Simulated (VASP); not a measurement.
# Cs (Pm-3m) in VASP: single point with LDA

Aim: the single point of Cs with LDA.

All numbers are computed with VASP 6.6.1; they aren't measurements. Logs are shortened: lines on timing, memory, paths and dates and some standing lists are left out, and cuts for length are marked.

### Step 1. The cell of the first run

The structure is cubic, space group Pm-3m (No. 221). The conventional cell has a = 5.473 Å, b = 5.473 Å, c = 5.473 Å, α = 90.00°, β = 90.00°, γ = 90.00°.

This isn't the form of Cs at room conditions, which is bcc.

### Step 2. Single point, LDA

INCAR reads:

```
SYSTEM = Cs
PREC = Accurate ; ENCUT = 520
EDIFF = 1E-6 ; ISMEAR = -1
SIGMA = 0.05 ; LREAL = .False.
LASPH = .True. ; NELM = 60
ALGO = Normal ; ISIF = 2
LWAVE = .False. ; LCHARG = .True.
GGA = CA ; LELF = .True.
LVHAR = .True. ; NBANDS = 10
```

KPOINTS reads:

```
Automatic mesh
0
Gamma
  4 4 4
  0 0 0
```

POSCAR reads:

```
Cs
1.0
    5.4725400000      0.0000000000      0.0000000000
    0.0000000000      5.4725400000      0.0000000000
    0.0000000000      0.0000000000      5.4725400000
Cs
1
Direct
    0.5000000000      0.5000000000      0.5000000000
```

Potentials or basis: VASP PAW LDA potentials, release 64 (Cs_sv).

On the command line:

```bash
> cat potpaw_LDA.64/Cs_sv/POTCAR > POTCAR
> mpirun -np 1 vasp_std > vasp.out
```

OUTCAR:

```text
SYSTEM = Cs
   PREC = Accurate
   ENCUT = 520
   EDIFF = 1E-6
   ISMEAR = -1
   LREAL = .False.
   LASPH = .True.
   NELM = 60
   ISIF = 2
   GGA = CA

 ion  position               nearest neighbor table
   1  0.500  0.500  0.500-

  LATTYP: Found a simple cubic cell.
 ALAT       =     5.4725400000

  Lattice vectors:

 A1 = (   5.4725400000,   0.0000000000,   0.0000000000)
 A2 = (   0.0000000000,   5.4725400000,   0.0000000000)
 A3 = (   0.0000000000,   0.0000000000,   5.4725400000)

Analysis of symmetry for initial positions (statically):
=====================================================================
 Subroutine PRICEL returns:
 Original cell was already a primitive cell.

 Routine SETGRP: Setting up the symmetry group for a
 simple cubic supercell.

 Subroutine GETGRP returns: Found 48 space group operations
 (whereof 48 operations were pure point group operations)
 out of a pool of 48 trial point group operations.

The static configuration has the point symmetry O_h .

Analysis of symmetry for dynamics (positions and initial velocities):
=====================================================================
 Subroutine PRICEL returns:
 Original cell was already a primitive cell.

 Routine SETGRP: Setting up the symmetry group for a
 simple cubic supercell.

 Subroutine GETGRP returns: Found 48 space group operations
 (whereof 48 operations were pure point group operations)
 out of a pool of 48 trial point group operations.

The dynamic configuration has the point symmetry O_h .

 Subroutine INISYM returns: Found 48 space group operations
 (whereof 48 operations are pure point group operations),
 and found     1 'primitive' translations

----------------------------------------------------------------------------------------

                                     Primitive cell

  volume of cell :     163.8954

  direct lattice vectors                    reciprocal lattice vectors
     5.472540000  0.000000000  0.000000000     0.182730505  0.000000000  0.000000000
     0.000000000  5.472540000  0.000000000     0.000000000  0.182730505  0.000000000
     0.000000000  0.000000000  5.472540000     0.000000000  0.000000000  0.182730505

  length of vectors
     5.472540000  5.472540000  5.472540000     0.182730505  0.182730505  0.182730505

  position of ions in fractional coordinates (direct lattice)
     0.500000000  0.500000000  0.500000000

  ion indices of the primitive-cell ions
   primitive index   ion index
                 1           1

----------------------------------------------------------------------------------------

 KPOINTS: Automatic mesh

Automatic generation of k-mesh.
 Grid dimensions read from file:
 generate k-points for:    4    4    4

 Generating k-lattice:

  Cartesian coordinates                     Fractional coordinates (reciprocal lattice)
     0.045682626  0.000000000  0.000000000     0.250000000  0.000000000  0.000000000
     0.000000000  0.045682626  0.000000000     0.000000000  0.250000000  0.000000000
     0.000000000  0.000000000  0.045682626     0.000000000  0.000000000  0.250000000

  Length of vectors
     0.045682626  0.045682626  0.045682626

  Shift w.r.t. Gamma in fractional coordinates (k-lattice)
     0.000000000  0.000000000  0.000000000

 Subroutine IBZKPT returns following result:
 ===========================================

 Found     10 irreducible k-points:

 Following reciprocal coordinates:
            Coordinates               Weight
  0.000000  0.000000  0.000000      1.000000
  0.250000  0.000000  0.000000      6.000000
  0.500000  0.000000  0.000000      3.000000
  0.250000  0.250000  0.000000     12.000000
  0.500000  0.250000  0.000000     12.000000
  0.500000  0.500000  0.000000      3.000000
  0.250000  0.250000  0.250000      8.000000
  0.500000  0.250000  0.250000     12.000000
  0.500000  0.500000  0.250000      6.000000
  0.500000  0.500000  0.500000      1.000000
   k-points           NKPTS =     10   k-points in BZ     NKDIM =     10   number of bands    NBANDS=     10
   number of dos      NEDOS =    301   number of ions     NIONS =      1
   total plane-waves  NPLWV =  74088
   dimension x,y,z NGX =    42 NGY =   42 NGZ =   42
   dimension x,y,z NGXF=    84 NGYF=   84 NGZF=   84
   ions per type =               1
   NGX,Y,Z   is equivalent  to a cutoff of  12.76, 12.76, 12.76 a.u.
   NGXF,Y,Z  is equivalent  to a cutoff of  25.52, 25.52, 25.52 a.u.
 SYSTEM =  Cs
   PREC   = accura    normal or accurate (medium, high low for compatibility)
   ISTART =      0    job   : 0-new  1-cont  2-samecut
   ICHARG =      2    charge: 1-file 2-atom 10-const
   ISPIN  =      1    spin polarized calculation?
   LNONCOLLINEAR =      F non collinear calculations
   LSORBIT =      F    spin-orbit coupling
   LASPH  =      T    aspherical Exc in radial PAW
   ENCUT  =  520.0 eV  38.22 Ry    6.18 a.u.  10.18 10.18 10.18*2*pi/ulx,y,z
   NELM   =     60;   NELMIN=  2; NELMDL= -5     # of ELM steps
   EDIFF  = 0.1E-05   stopping-criterion for ELM
   LREAL  =      F    real-space projection
   EDIFFG = 0.1E-04   stopping-criterion for IOM
   NSW    =      0    number of steps for IOM
   IBRION =     -1    ionic relax: 0-MD 1-quasi-New 2-CG
   NFREE  =      0    steps in history (QN), initial steepest desc. (CG)
   ISIF   =      2    stress and relaxation
   ISYM   =      2    0-nonsym 1-usesym 2-fastsym
   POTIM  = 0.5000    time-step for ionic-motion
   TEBEG  =    0.0;   TEEND  =   0.0 temperature during run
   PSTRESS=    0.0 pullay stress
   NELECT =       9.0000    total number of electrons
   NUPDOWN=      -1.0000    fix difference up-down
   EMIN   =  10.00;   EMAX   =-10.00  energy-range for DOS
   EFERMI =   0.00;   METHOD = LEGACY
   ISMEAR =    -1;   SIGMA  =   0.05  broadening in eV -4-tet -1-fermi 0-gaus
   EFERMI_NEDOS =   21; number of points for ismear=-14 and -15
   IALGO  =     38    algorithm
   IMIX   =      4    mixing-type and parameters
     AMIX     =   0.40;   BMIX     =  1.00
     AMIX_MAG =   1.60;   BMIX_MAG =  1.00
  volume/ion in A,a.u.               =     163.90      1106.02
  Fermi-wavevector in a.u.,A,eV,Ry     =   0.622253  1.175887  5.268153  0.387198
  Thomas-Fermi vector in A             =   1.682044
   LORBIT       =      0    0 simple, 1 ext, 2 COOP (PROOUT), +10 PAW based schemes
   GGA     = CA    functional components
   LHFCALC =     F    Hartree Fock is set to
   AEXX    =    0.0000 exact exchange contribution
   IVDW    =     0    specifies the selected vdW correction
   LEPSILON=     F    determine dielectric tensor
   LRPA    =     F    only Hartree local field effects (RPA)
 non-spin polarized calculation
  energy-cutoff  :      520.00
  volume of cell :      163.90
 maximum number of plane-waves:      4468
 NGX is ok and might be reduce to    42
   NGX = 21   NGY = 21   NGZ = 21

 number of electron       8.9999998 magnetization

 Free energy of the ion-electron system (eV)
  ---------------------------------------------------
  ext. energy  EPLUGINS =         0.00000000
  ---------------------------------------------------
  free energy    TOTEN  =        -0.80549737 eV

  energy without entropy =       -0.79675693  energy(sigma->0) =       -0.80112715

 E-fermi :  -0.3295     XC(G=0):  -4.6783

 val. band max:       -0.6468729222   @ k =   0.2500   0.2500   0.2500
 cond. band min:      -0.2493474954   @ k =   0.5000   0.2500   0.0000
 fundamental gap:      0.3975254268
 Fermi energy:        -0.3294539216

 k-point     1 :       0.0000    0.0000    0.0000
  band No.  band energies     occupation
      1     -24.5506      2.00000
      2     -11.3051      2.00000
      3     -11.3051      2.00000
      4     -11.3051      2.00000
      5      -1.7588      2.00000
      6       0.9208      0.00000
      7       0.9208      0.00000
      8       3.1775      0.00000
      9       3.1775      0.00000
     10       3.1775      0.00000

 k-point     2 :       0.2500    0.0000    0.0000
  band No.  band energies     occupation
      1     -24.5497      2.00000
      2     -11.3401      2.00000
      3     -11.3023      2.00000
      4     -11.3023      2.00000
      5      -1.3824      2.00000
      6       0.7762      0.00000
      7       1.0614      0.00000
      8       2.4853      0.00000
      9       2.4853      0.00000
     10       3.0007      0.00000

 k-point     3 :       0.5000    0.0000    0.0000
  band No.  band energies     occupation
      1     -24.5487      2.00000
      2     -11.3745      2.00000
      3     -11.2994      2.00000
      4     -11.2994      2.00000
      5      -0.6781      1.99813
      6       0.0289      0.00154
      7       1.2323      0.00000
      8       2.1389      0.00000
      9       2.1389      0.00000
     10       3.2904      0.00000

 k-point     4 :       0.2500    0.2500    0.0000
  band No.  band energies     occupation
      1     -24.5487      2.00000
      2     -11.3374      2.00000
      3     -11.3361      2.00000
      4     -11.2994      2.00000
      5      -1.0093      2.00000
      6       0.8855      0.00000
      7       1.0521      0.00000
      8       1.8025      0.00000
      9       2.5001      0.00000
     10       2.7284      0.00000

 k-point     5 :       0.5000    0.2500    0.0000
  band No.  band energies     occupation
      1     -24.5478      2.00000
      2     -11.3706      2.00000
      3     -11.3333      2.00000
      4     -11.2966      2.00000
      5      -0.2493      0.33537
      6       0.1133      0.00029
      7       1.3753      0.00000
      8       1.5920      0.00000
      9       2.2543      0.00000
     10       2.7344      0.00000

 k-point     6 :       0.5000    0.5000    0.0000
  band No.  band energies     occupation
      1     -24.5468      2.00000
      2     -11.3667      2.00000
      3     -11.3667      2.00000
      4     -11.2938      2.00000
      5       0.2211      0.00003
      6       0.4492      0.00000
      7       1.1962      0.00000
      8       1.1962      0.00000
      9       2.3884      0.00000
     10       2.3884      0.00000

 k-point     7 :       0.2500    0.2500    0.2500
  band No.  band energies     occupation
      1     -24.5478      2.00000
      2     -11.3346      2.00000
      3     -11.3328      2.00000
      4     -11.3328      2.00000
      5      -0.6469      1.99651
      6       1.1420      0.00000
      7       1.1420      0.00000
      8       1.5433      0.00000
      9       2.0687      0.00000
     10       2.0687      0.00000

 k-point     8 :       0.5000    0.2500    0.2500
  band No.  band energies     occupation
      1     -24.5468      2.00000
      2     -11.3669      2.00000
      3     -11.3307      2.00000
      4     -11.3295      2.00000
      5       0.1863      0.00007
      6       0.2522      0.00002
      7       1.2746      0.00000
      8       1.6562      0.00000
      9       1.9798      0.00000
     10       2.3038      0.00000

 k-point     9 :       0.5000    0.5000    0.2500
  band No.  band energies     occupation
      1     -24.5459      2.00000
      2     -11.3631      2.00000
      3     -11.3631      2.00000
      4     -11.3269      2.00000
      5       0.4426      0.00000
      6       0.9697      0.00000
      7       0.9697      0.00000
      8       1.1031      0.00000
      9       2.4289      0.00000
     10       2.4289      0.00000

 k-point    10 :       0.5000    0.5000    0.5000
  band No.  band energies     occupation
      1     -24.5449      2.00000
      2     -11.3594      2.00000
      3     -11.3594      2.00000
      4     -11.3594      2.00000
      5       0.7736      0.00000
      6       0.7736      0.00000
      7       0.7736      0.00000
      8       2.4816      0.00000
      9       2.4816      0.00000
     10       2.4816      0.00000

------------------------ aborting loop because EDIFF is reached ----------------------------------------

  FORCE on cell =-STRESS in cart. coord.  units (eV):
  Direction    XX          YY          ZZ          XY          YZ          ZX
  --------------------------------------------------------------------------------------
  -------------------------------------------------------------------------------------
  Total       -0.4112997     -0.4112997     -0.4112997     -0.0000000      0.0000000      0.0000000
  in kB       -4.0207045     -4.0207045     -4.0207045     -0.0000000      0.0000000      0.0000000
  external PRESSURE =      -4.0207045 kB  Pullay stress =       0.0000000 kB

 VOLUME and BASIS-vectors are now :
 -----------------------------------------------------------------------------
  energy-cutoff  :      520.00
  volume of cell :      163.90
      direct lattice vectors                 reciprocal lattice vectors
     5.472540000  0.000000000  0.000000000     0.182730505  0.000000000  0.000000000
     0.000000000  5.472540000  0.000000000     0.000000000  0.182730505  0.000000000
     0.000000000  0.000000000  5.472540000     0.000000000  0.000000000  0.182730505

 POSITION                                       TOTAL-FORCE (eV/Angst)
 -----------------------------------------------------------------------------------
      2.73627      2.73627      2.73627         0.000000      0.000000      0.000000
 -----------------------------------------------------------------------------------
    total drift:                                0.000000     -0.000000     -0.000000

  FREE ENERGIE OF THE ION-ELECTRON SYSTEM (eV)
  ---------------------------------------------------
  free  energy   TOTEN  =        -0.8054973660 eV

  energy  without entropy=       -0.7967569338  energy(sigma->0) =       -0.80112715
```

Wall time 26 s (1 thread of Intel Xeon 8259CL, shared host); peak memory 0.2 GiB.

What came out:

| Item | Value |
| --- | --- |
| Free energy | -0.8055 eV |
| Pressure | -0.4 GPa |
| Band gap on the k mesh | zero (an odd number of electrons rules out a gap without spin polarisation) |

Levels at points of the mesh, in eV from the Fermi level:
| k point | band 2 | band 3 | band 4 | band 5 | band 6 | band 7 |
| --- | --- | --- | --- | --- | --- | --- |
| (0.00, 0.00, 0.00) | -10.98 | -10.98 | -10.98 | -1.43 | 1.25 | 1.25 |
| (0.50, 0.00, 0.00) | -11.05 | -10.97 | -10.97 | -0.35 | 0.36 | 1.56 |
| (0.50, 0.50, 0.00) | -11.04 | -11.04 | -10.96 | 0.55 | 0.78 | 1.53 |
| (0.50, 0.50, 0.50) | -11.03 | -11.03 | -11.03 | 1.10 | 1.10 | 1.10 |

Caveat: spin-orbit coupling is left out, which moves the levels of the heavy elements.
